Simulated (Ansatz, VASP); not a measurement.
# AlH2: VASP beside Ansatz

INCAR

```
PREC = Accurate
ENCUT = 600
EDIFF = 1E-7
ISMEAR = 0
SIGMA = 0.1
LREAL = False
LASPH = True
NELM = 100
ALGO = Normal
ISIF = 3
LWAVE = False
LCHARG = False
GGA = PE
IBRION = 2
NSW = 100
EDIFFG = -0.01
```

The input KPOINTS:

```
Automatic mesh
0
Gamma
  14 14 14
```

File POSCAR:

```
AlH2
1.0
   -1.8412811664      1.8412811664      4.6621599632
    1.8412811664     -1.8412811664      4.6621599632
    1.8412811664      1.8412811664     -4.6621599632
Al H
2 4
Direct
    0.0000000000      0.0000000000      0.0000000000
    0.7500000000      0.2500000000      0.5000000000
    0.2141401989      0.2141401989      0.0000000000
    0.9641401989      0.4641401989      0.5000000000
    0.5358598011      0.0358598011      0.5000000000
    0.7858598011      0.7858598011      0.0000000000
```

Input for Ansatz:

```yaml
crystal:
  lattice:
    - [-1.8412811664, 1.8412811664, 4.6621599632]
    - [1.8412811664, -1.8412811664, 4.6621599632]
    - [1.8412811664, 1.8412811664, -4.6621599632]
  atoms:
    - { symbol: Al, position: [0.0, 0.0, 0.0] }
    - { symbol: Al, position: [0.75, 0.25, 0.5] }
    - { symbol: H, position: [0.2141401989, 0.2141401989, 0.0] }
    - { symbol: H, position: [0.9641401989, 0.4641401989, 0.5] }
    - { symbol: H, position: [0.5358598011, 0.0358598011, 0.5] }
    - { symbol: H, position: [0.7858598011, 0.7858598011, 0.0] }
basis:
  ecutwfc: 420
kpoints:
  mp_grid: { grid: [14, 14, 14] }
hamiltonian:
  xc: pbe
scf:
  occupations: { method: gaussian, width: 0.1 }
output:
  forces: true
  stress: true
  eigenvalues: true
relax:
  adjacent_minimum: "off"
  f_tol: 0.01
  max_steps: 80
  cell: { stress_tol: 0.05 }
```

Alike in both runs: task relaxation of cell and atoms; functional PBE; k mesh 14 × 14 × 14; occupations gaussian, width 0.1 eV; no spin polarisation.

|  | VASP | Ansatz |
| --- | --- | --- |
| version | VASP 6.6.1 | Ansatz 0.2.0 |
| potentials or method | VASP PAW PBE potentials, release 64 (Al, H), cutoff 600 eV | scalar-relativistic, plane waves, PAW |
| valence electrons in the cell | 10 | 10 |

|  | VASP | Ansatz | Ansatz less VASP |
| --- | --- | --- | --- |
| gap on the k mesh at the Fermi level, each at its own relaxed structure (eV) | none | none | - |
| relaxed volume (Å³/atom) | 10.66 | 10.67 | +0.014 |
| relaxed length of the cell vector where the two differ most in proportion (Å) | 5.299 | 5.293 | -0.0053 |

A gap of «none» marks a metal or a gap that the smearing closes.
